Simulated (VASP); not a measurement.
# Ta4O (C2/m) in VASP: single point with PBE

Aim: the single point of Ta4O with PBE.

Program: VASP 6.6.1. These are calculated values, not measurements. Logs are shortened: lines on timing, memory, paths and dates and some standing lists are left out, and cuts for length are marked.

## Step 1: The cell of the first run

Symmetry: C2/m, No. 12, monoclinic system. The conventional cell has a = 5.939 Å, b = 9.332 Å, c = 2.905 Å, α = 90.00°, β = 102.37°, γ = 90.00°. Ta (site symmetry 2) has 1 O at 2.29 Å and 6 Ta at 2.84 to 2.97 Å within 3.0 Å. Within 2.8 Å of Ta (site symmetry m) lie 2 O at 2.13 to 2.23 Å and 1 Ta at 2.78 Å. O (site symmetry 2/m) has 6 Ta at 2.13 to 2.29 Å within 2.8 Å.

## Step 2: Single point, PBE

Input file INCAR:

```
ALGO = Normal
EDIFF = 1E-7
ENCUT = 520
GGA = PE
ISIF = 2
ISMEAR = 0
LASPH = True
LCHARG = False
LREAL = False
LWAVE = False
NBANDS = 33
NELM = 60
PREC = Accurate
SIGMA = 0.1
```

Input file KPOINTS:

```
k-points
0
Gamma
  4 4 6
```

Input file POSCAR:

```
Ta4O
1.0
    2.9695675115     -4.6659627526      0.0000000000
    2.9695675115      4.6659627526      0.0000000000
   -0.6223538383      0.0000000000      2.8373196042
Ta O
4 1
Direct
    0.2548107017      0.7451892983      0.0000000000
    0.7807025994      0.7807025994      0.5967592823
    0.7451892983      0.2548107017      0.0000000000
    0.2192974006      0.2192974006      0.4032407177
    0.5000000000      0.5000000000      0.0000000000
```

Potentials or basis: VASP PAW PBE potentials, release 64 (Ta_pv, O).

Command:

```console
cat potpaw_PBE.64/Ta_pv/POTCAR potpaw_PBE.64/O/POTCAR > POTCAR
mpirun -np 1 vasp_std > vasp.out
```

OUTCAR:

```text
EDIFF = 1E-7
   ENCUT = 520
   GGA = PE
   ISIF = 2
   ISMEAR = 0
   LASPH = True
   LREAL = False
   NELM = 60
   PREC = Accurate

 ion  position               nearest neighbor table
   1  0.255  0.745  0.000-   5 2.29   4 2.84   2 2.84   3 2.97   3 2.97   4 3.13   2 3.13   2 3.20
                             4 3.20   4 3.36   2 3.36
   2  0.781  0.781  0.597-   5 2.13   5 2.23   4 2.78   3 2.84   1 2.84   4 3.11   3 3.13   1 3.13
                             1 3.20   3 3.20   4 3.26   1 3.36   3 3.36
   3  0.745  0.255  0.000-   5 2.29   4 2.84   2 2.84   1 2.97   1 2.97   2 3.13   4 3.13   4 3.20
                             2 3.20   4 3.36   2 3.36
   4  0.219  0.219  0.403-   5 2.13   5 2.23   2 2.78   3 2.84   1 2.84   2 3.11   3 3.13   1 3.13
                             3 3.20   1 3.20   2 3.26   1 3.36   3 3.36
   5  0.500  0.500  0.000-   2 2.13   4 2.13   4 2.23   2 2.23   1 2.29   3 2.29

  LATTYP: Found a base centered monoclinic cell.
 ALAT       =     5.9391350230
 B/A-ratio  =     1.5712600352
 C/A-ratio  =     0.4890902634
 COS(beta)  =    -0.2142521340

  Lattice vectors:

 A1 = (   2.9695675115,  -4.6659627526,   0.0000000000)
 A2 = (   2.9695675115,   4.6659627526,   0.0000000000)
 A3 = (  -0.6223538383,   0.0000000000,   2.8373196042)

Analysis of symmetry for initial positions (statically):
=====================================================================
 Subroutine PRICEL returns:
 Original cell was already a primitive cell.

 Routine SETGRP: Setting up the symmetry group for a
 base centered monoclinic supercell.

 Subroutine GETGRP returns: Found  4 space group operations
 (whereof  4 operations were pure point group operations)
 out of a pool of  4 trial point group operations.

The static configuration has the point symmetry C_2h.

Analysis of symmetry for dynamics (positions and initial velocities):
=====================================================================
 Subroutine PRICEL returns:
 Original cell was already a primitive cell.

 Routine SETGRP: Setting up the symmetry group for a
 base centered monoclinic supercell.

 Subroutine GETGRP returns: Found  4 space group operations
 (whereof  4 operations were pure point group operations)
 out of a pool of  4 trial point group operations.

The dynamic configuration has the point symmetry C_2h.

 Subroutine INISYM returns: Found  4 space group operations
 (whereof  4 operations are pure point group operations),
 and found     1 'primitive' translations

----------------------------------------------------------------------------------------

                                     Primitive cell

  volume of cell :      78.6272

  direct lattice vectors                    reciprocal lattice vectors
     2.969567512 -4.665962753  0.000000000     0.168374687 -0.107159021  0.036932263
     2.969567512  4.665962753  0.000000000     0.168374687  0.107159021  0.036932263
    -0.622353838  0.000000000  2.837319604     0.000000000  0.000000000  0.352445314

  length of vectors
     5.530781103  5.530781103  2.904773113     0.202970646  0.202970646  0.352445314

  position of ions in fractional coordinates (direct lattice)
     0.254810702  0.745189298  0.000000000
     0.780702599  0.780702599  0.596759282
     0.745189298  0.254810702  0.000000000
     0.219297401  0.219297401  0.403240718
     0.500000000  0.500000000  0.000000000

  ion indices of the primitive-cell ions
   primitive index   ion index
                 1           1
                 2           2
                 3           3
                 4           4
                 5           5

----------------------------------------------------------------------------------------

 KPOINTS: k-points

Automatic generation of k-mesh.
 Grid dimensions read from file:
 generate k-points for:    4    4    6

 Generating k-lattice:

  Cartesian coordinates                     Fractional coordinates (reciprocal lattice)
     0.042093672 -0.026789755  0.009233066     0.250000000  0.000000000  0.000000000
     0.042093672  0.026789755  0.009233066     0.000000000  0.250000000  0.000000000
     0.000000000  0.000000000  0.058740886     0.000000000  0.000000000  0.166666667

  Length of vectors
     0.050742661  0.050742661  0.058740886

  Shift w.r.t. Gamma in fractional coordinates (k-lattice)
     0.000000000  0.000000000  0.000000000

 Subroutine IBZKPT returns following result:
 ===========================================

 Found     34 irreducible k-points:

 Following reciprocal coordinates:
            Coordinates               Weight
  0.000000  0.000000  0.000000      1.000000
  0.250000  0.000000 -0.000000      4.000000
  0.500000  0.000000 -0.000000      2.000000
  0.250000  0.250000 -0.000000      2.000000
  0.500000  0.250000 -0.000000      4.000000
 -0.250000  0.250000  0.000000      2.000000
[... 16 lines left out ...]
  0.500000  0.250000  0.333333      4.000000
 -0.250000  0.250000  0.333333      4.000000
 [... further k-points ...]
   k-points           NKPTS =     34   k-points in BZ     NKDIM =     34   number of bands    NBANDS=     33
   number of dos      NEDOS =    301   number of ions     NIONS =      5
   total plane-waves  NPLWV =  42336
   dimension x,y,z NGX =    42 NGY =   42 NGZ =   24
   dimension x,y,z NGXF=    84 NGYF=   84 NGZF=   48
   ions per type =               4   1
   NGX,Y,Z   is equivalent  to a cutoff of  12.62, 12.62, 13.74 a.u.
   NGXF,Y,Z  is equivalent  to a cutoff of  25.25, 25.25, 27.47 a.u.
 SYSTEM =  unknown system
   PREC   = accura    normal or accurate (medium, high low for compatibility)
   ISTART =      0    job   : 0-new  1-cont  2-samecut
   ICHARG =      2    charge: 1-file 2-atom 10-const
   ISPIN  =      1    spin polarized calculation?
   LNONCOLLINEAR =      F non collinear calculations
   LSORBIT =      F    spin-orbit coupling
   LASPH  =      T    aspherical Exc in radial PAW
   ENCUT  =  520.0 eV  38.22 Ry    6.18 a.u.  10.28 10.28  5.40*2*pi/ulx,y,z
   NELM   =     60;   NELMIN=  2; NELMDL= -5     # of ELM steps
   EDIFF  = 0.1E-06   stopping-criterion for ELM
   LREAL  =      F    real-space projection
   EDIFFG = 0.1E-05   stopping-criterion for IOM
   NSW    =      0    number of steps for IOM
   IBRION =     -1    ionic relax: 0-MD 1-quasi-New 2-CG
   NFREE  =      0    steps in history (QN), initial steepest desc. (CG)
   ISIF   =      2    stress and relaxation
   ISYM   =      2    0-nonsym 1-usesym 2-fastsym
   POTIM  = 0.5000    time-step for ionic-motion
   TEBEG  =    0.0;   TEEND  =   0.0 temperature during run
   PSTRESS=    0.0 pullay stress
   NELECT =      50.0000    total number of electrons
   NUPDOWN=      -1.0000    fix difference up-down
   EMIN   =  10.00;   EMAX   =-10.00  energy-range for DOS
   EFERMI =   0.00;   METHOD = LEGACY
   ISMEAR =     0;   SIGMA  =   0.10  broadening in eV -4-tet -1-fermi 0-gaus
   EFERMI_NEDOS =   21; number of points for ismear=-14 and -15
   IALGO  =     38    algorithm
   IMIX   =      4    mixing-type and parameters
     AMIX     =   0.40;   BMIX     =  1.00
     AMIX_MAG =   1.60;   BMIX_MAG =  1.00
  volume/ion in A,a.u.               =      15.73       106.12
  Fermi-wavevector in a.u.,A,eV,Ry     =   1.407799  2.660354 26.965352  1.981897
  Thomas-Fermi vector in A             =   2.530021
   LORBIT       =      0    0 simple, 1 ext, 2 COOP (PROOUT), +10 PAW based schemes
   GGA     = PE    functional components
   LHFCALC =     F    Hartree Fock is set to
   AEXX    =    0.0000 exact exchange contribution
   IVDW    =     0    specifies the selected vdW correction
   LEPSILON=     F    determine dielectric tensor
   LRPA    =     F    only Hartree local field effects (RPA)
 non-spin polarized calculation
 Gauss-broadening in eV      SIGMA  =   0.10
  energy-cutoff  :      520.00
  volume of cell :       78.63
 maximum number of plane-waves:      2144
 NGX is ok and might be reduce to    42
   NGX = 21   NGY = 21   NGZ = 11

 number of electron      50.0000004 magnetization

 Free energy of the ion-electron system (eV)
  ---------------------------------------------------
  ext. energy  EPLUGINS =         0.00000000
  ---------------------------------------------------
  free energy    TOTEN  =       -55.73713492 eV

  energy without entropy =      -55.72359622  energy(sigma->0) =      -55.73036557

 E-fermi :   6.3305     XC(G=0): -12.6087

 val. band max:        6.3237727291   @ k =  -0.2500  -0.2500   0.3333
 cond. band min:       6.3325938940   @ k =   0.2500   0.0000  -0.0000
 fundamental gap:      0.0088211649
 Fermi energy:         6.3304781016

 k-point     1 :       0.0000    0.0000    0.0000
  band No.  band energies     occupation
      1     -28.9496      2.00000
      2     -28.6481      2.00000
      3     -28.4980      2.00000
      4     -28.1322      2.00000
      5     -28.0938      2.00000
      6     -27.9131      2.00000
[... 25 lines left out ...]
     32       9.7512      0.00000
     33      10.2630      0.00000

 k-point     2 :       0.2500    0.0000   -0.0000
  band No.  band energies     occupation
      1     -28.8476      2.00000
      2     -28.5909      2.00000
      3     -28.4141      2.00000
      4     -28.2157      2.00000
      5     -28.1004      2.00000
      6     -27.9190      2.00000
[... 25 lines left out ...]
     32       9.6671      0.00000
     33       9.7485      0.00000

 k-point     3 :       0.5000    0.0000   -0.0000
  band No.  band energies     occupation
      1     -28.6702      2.00000
      2     -28.5762      2.00000
      3     -28.3105      2.00000
      4     -28.2696      2.00000
      5     -28.1231      2.00000
      6     -28.0216      2.00000
[... 25 lines left out ...]
     32       9.3671      0.00000
     33       9.4550      0.00000

 k-point     4 :       0.2500    0.2500   -0.0000
  band No.  band energies     occupation
      1     -28.6747      2.00000
      2     -28.5101      2.00000
      3     -28.4148      2.00000
      4     -28.2964      2.00000
      5     -28.0872      2.00000
      6     -27.9840      2.00000
[... 25 lines left out ...]
     32       9.6130      0.00000
     33       9.8875      0.00000

 k-point     5 :       0.5000    0.2500   -0.0000
  band No.  band energies     occupation
      1     -28.7462      2.00000
      2     -28.4557      2.00000
      3     -28.3086      2.00000
      4     -28.2157      2.00000
      5     -28.1456      2.00000
      6     -28.0581      2.00000
[... 604 lines left out ...]
 k-point    22 :       0.2500    0.2500    0.3333
  band No.  band energies     occupation
      1     -28.6673      2.00000
      2     -28.5920      2.00000
      3     -28.3780      2.00000
      4     -28.3272      2.00000
      5     -28.1978      2.00000
      6     -28.1358      2.00000
[... 25 lines left out ...]
     32       9.5768      0.00000
     33      10.2323      0.00000

 k-point    23 :       0.5000    0.2500    0.3333
  band No.  band energies     occupation
      1     -28.7000      2.00000
      2     -28.6227      2.00000
      3     -28.5215      2.00000
      4     -28.3376      2.00000
      5     -28.2017      2.00000
      6     -28.1374      2.00000
[... 25 lines left out ...]
     32       9.8657      0.00000
     33      10.4266      0.00000

 k-point    24 :      -0.2500    0.2500    0.3333
  band No.  band energies     occupation
      1     -28.7171      2.00000
      2     -28.6834      2.00000
      3     -28.4927      2.00000
      4     -28.3486      2.00000
      5     -28.2597      2.00000
      6     -28.1586      2.00000
[... 25 lines left out ...]
     32       9.7271      0.00000
     33      10.1086      0.00000

 [... further k-points ...]
[... 5 lines left out ...]
  --------------------------------------------------------------------------------------
  -------------------------------------------------------------------------------------
  Total        0.2654833      0.0654624      0.0436975      0.0000000      0.0000000     -0.0554056
  in kB        5.4097232      1.3339193      0.8904195      0.0000000      0.0000000     -1.1289932
  external PRESSURE =       2.5446873 kB  Pullay stress =       0.0000000 kB

 VOLUME and BASIS-vectors are now :
 -----------------------------------------------------------------------------
  energy-cutoff  :      520.00
  volume of cell :       78.63
      direct lattice vectors                 reciprocal lattice vectors
     2.969567512 -4.665962753  0.000000000     0.168374687 -0.107159021  0.036932263
     2.969567512  4.665962753  0.000000000     0.168374687  0.107159021  0.036932263
    -0.622353838  0.000000000  2.837319604     0.000000000  0.000000000  0.352445314

 POSITION                                       TOTAL-FORCE (eV/Angst)
 -----------------------------------------------------------------------------------
      2.96957      2.28809      0.00000        -0.000000     -0.018169      0.000000
      4.26530      0.00000      1.69320         0.047612     -0.000000     -0.011944
      2.96957     -2.28809      0.00000        -0.000000      0.018169      0.000000
      1.05148      0.00000      1.14412        -0.047612     -0.000000      0.011944
      2.96957      0.00000      0.00000         0.000000     -0.000000      0.000000
 -----------------------------------------------------------------------------------
    total drift:                               -0.000000     -0.000000     -0.000000

  FREE ENERGIE OF THE ION-ELECTRON SYSTEM (eV)
  ---------------------------------------------------
  free  energy   TOTEN  =       -55.7371349243 eV

  energy  without entropy=      -55.7235962209  energy(sigma->0) =      -55.73036557
```

Wall time 86 s (1 thread of Intel Xeon Platinum 8259CL at 2.50GHz (Skylake/Cascade Lake), shared host); peak memory 0.23 GiB.

What came out:

| Item | Value |
| --- | --- |
| Free energy | -55.7371 eV |
| Pressure | 0.3 GPa |
| Largest force | 0.049 eV/Å |
| Band gap on the k mesh | zero (band 25 reaches 6.84 eV, above the bottom of band 26 at 5.83 eV) |

Forces in eV/Å, atoms in the order of the input:
```
Ta   0.000 -0.018  0.000
Ta   0.048  0.000 -0.012
Ta   0.000  0.018  0.000
Ta  -0.048  0.000  0.012
O    0.000  0.000  0.000
```

Stress tensor (GPa, compression positive):
```
 0.54  0.00 -0.11
 0.00  0.13  0.00
-0.11  0.00  0.09
```

Caveat: the k points lie up to 0.37 Å⁻¹ apart; spin-orbit coupling is left out, which moves the levels of the heavy elements.
